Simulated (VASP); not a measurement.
Set up this calculation in VASP 6.6.1, as the native input.

| Item | Value |
| --- | --- |
| Task | single point |
| Functional | LDA |
| Potentials or basis | VASP PAW LDA potentials, release 64 (K_sv, Te, O) |
| Cutoff | 520 eV |
| k mesh | 4 × 4 × 4 |
| Occupations | fermi-dirac, width 0.1 eV |
| Spin | no spin polarisation |
| Dipole correction | no |
| Further INCAR settings | ALGO = Normal; EDIFF = 1e-06; NBANDS = 24 |

The structure of KTeO3 lies in POSCAR:

```
KTeO3
1.0
    4.0385109706      0.0000000000      0.0000000000
    0.0000000000      4.0385109706      0.0000000000
    0.0000000000      0.0000000000      4.0385109706
K Te O
1 1 3
Direct
    0.0000000000      0.0000000000      0.0000000000
    0.5000000000      0.5000000000      0.5000000000
    0.5000000000      0.5000000000      0.0000000000
    0.0000000000      0.5000000000      0.5000000000
    0.5000000000      0.0000000000      0.5000000000
```

One way to write it, as run:

INCAR

```
SYSTEM = KTeO3
PREC = Accurate ; ENCUT = 520
EDIFF = 1E-6 ; ISMEAR = -1
SIGMA = 0.1 ; LREAL = .False.
LASPH = .True. ; NELM = 60
ALGO = Normal ; ISIF = 2
LWAVE = .False. ; LCHARG = .True.
GGA = CA ; LELF = .True.
LVHAR = .True. ; NBANDS = 24
```

KPOINTS

```
Automatic mesh
0
Gamma
  4 4 4
  0 0 0
```

Potentials or basis: VASP PAW LDA potentials, release 64 (K_sv, Te, O).

Command:

```console
$ cat potpaw_LDA.64/K_sv/POTCAR potpaw_LDA.64/Te/POTCAR potpaw_LDA.64/O/POTCAR > POTCAR
$ mpirun -np 1 vasp_std > vasp.out
```

Results of the run:

```yaml
Pressure: 0.1 GPa
```

Caveat: the k points lie up to 0.39 Å⁻¹ apart; an odd number of electrons without spin polarisation forces a metal; a magnetic or distorted state may lie lower.

It took 8.5 s on 1 thread of Intel(R) Xeon(R) 6975P-C (Granite Rapids) (shared host), peak memory 0.15 GiB.
